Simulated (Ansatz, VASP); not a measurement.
# Al3GaN4 in VASP and in Ansatz

```xyz
8
Lattice="4.4070 0.0000 -0.1102 0.0000 4.4070 0.0000 -0.1102 0.0000 4.4070" Properties=species:S:1:pos:R:3 pbc="T T T"
Al    2.2035    2.2035   -0.0551
Al    2.1484    0.0000    2.1484
Al   -0.0551    2.2035    2.2035
Ga    0.0000    0.0000    0.0000
N     3.2538    3.2819    1.0430
N     3.1999    1.1251    3.1999
N     1.0430    3.2819    3.2538
N     1.0969    1.1251    1.0969
```

Change from the starting cell: strain -0.0500 x Voigt [0, 0, 0, 0, 1, 0], atoms carried along.

Alike in both runs: task single point; functional PBEsol; k mesh 6 × 6 × 6; occupations gaussian, width 0.05 eV; no spin polarisation.

|  | VASP | Ansatz |
| --- | --- | --- |
| version | VASP 6.6.1 | Ansatz 0.2.0 |
| potentials or method | VASP PAW PBE potentials, release 64 (Al, Ga_d, N), cutoff 520 eV | scalar-relativistic, plane waves, PAW |
| valence electrons in the cell | 42 | 42 |

```tsv
	VASP	Ansatz	Ansatz less VASP
gap on the k mesh at the Fermi level (eV)	3.11	3.12	+0.005
least direct gap on the mesh (eV)	3.11	3.12	+0.005
pressure (GPa)	0.6	0.7	+0.07
traceless stress, the component that is largest in VASP (GPa)	10.77	10.67	-0.100
rms of the force components (eV/Å)	0.260	0.258	-0.0026
```

VASP's potentials were made for PBE, not for PBEsol. Atom by atom the forces differ by 0.006 eV/Å (rms over components). The functional is the same, so the differences come from potentials, cutoffs and numerics.
